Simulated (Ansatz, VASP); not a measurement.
AlNi: VASP beside Ansatz

INCAR

```
SYSTEM = AlNi
ALGO = Fast
EDIFF = 1E-7
ENCUT = 520
GGA = PS
ISIF = 2
ISMEAR = 0
LASPH = .TRUE.
LCHARG = .FALSE.
LREAL = .FALSE.
LWAVE = .FALSE.
NBANDS = 28
NELM = 60
PREC = Accurate
SIGMA = 0.15
```

The input KPOINTS:

```
k-points
0
G
  15 15 5
  0 0 0
```

The input POSCAR:

```
AlNi
1.0
    0.0000000000     -2.8618233747      0.0000000000
    0.0000000000      0.0000000000     -2.8618233747
    9.2854701242     -0.2384852812     -0.2384852812
Al Ni
3 3
Direct
    0.9935790736     -0.0064209264      0.0770511169
    0.9678953680     -0.0321046320      0.3852555843
    0.9422116624     -0.0577883376      0.6934600518
    0.4293698095      0.4293698095      0.8475622855
    0.4807372208      0.4807372208      0.2311533506
    0.4550535152      0.4550535152      0.5393578181
```

Input for Ansatz:

```yaml
crystal:
  lattice:
    - [0.0, -2.8618233747, 0.0]
    - [0.0, 0.0, -2.8618233747]
    - [9.2854701242, -0.2384852812, -0.2384852812]
  atoms:
    - { symbol: Al, position: [0.9935790736, -0.0064209264, 0.0770511169] }
    - { symbol: Al, position: [0.967895368, -0.032104632, 0.3852555843] }
    - { symbol: Al, position: [0.9422116624, -0.0577883376, 0.6934600518] }
    - { symbol: Ni, position: [0.4293698095, 0.4293698095, 0.8475622855] }
    - { symbol: Ni, position: [0.4807372208, 0.4807372208, 0.2311533506] }
    - { symbol: Ni, position: [0.4550535152, 0.4550535152, 0.5393578181] }
basis:
  ecutwfc: 520.0
kpoints:
  mp_grid: { grid: [15, 15, 5] }
hamiltonian:
  xc: pbesol
  pseudopotentials: { kind: paw, azcp: { folder: soft_1 } }
scf:
  occupations: { method: gaussian, width: 0.15 }
output:
  forces: true
  stress: true
  eigenvalues: true
```

Alike in both runs: task single point; functional PBEsol; k mesh 15 × 15 × 5; occupations gaussian, width 0.15 eV; no spin polarisation.

```csv
,VASP,Ansatz
version,VASP 6.6.1,Ansatz 0.2.0
potentials or method,"VASP PAW PBE potentials, release 64 (Al, Ni), cutoff 520 eV","scalar-relativistic, plane waves, PAW"
valence electrons in the cell,39,63
```

```csv
,VASP,Ansatz,Ansatz less VASP
gap on the k mesh at the Fermi level (eV),none,none,-
pressure (GPa),-6.3,-6.6,-0.25
"traceless stress, the component that is largest in VASP (GPa)",-1.91,-1.87,+0.048
rms of the force components (eV/Å),0.397,0.396,-0.0012
```

VASP's potentials were made for PBE, not for PBEsol, and Ansatz warns of the same on its side. Atom by atom the forces differ by 0.004 eV/Å (rms over components). A gap of «none» marks a metal or a gap that the smearing closes. VASP's potentials hold 39 valence electrons a cell and Ansatz's 63, so a difference there can come from the potentials and not from the codes.
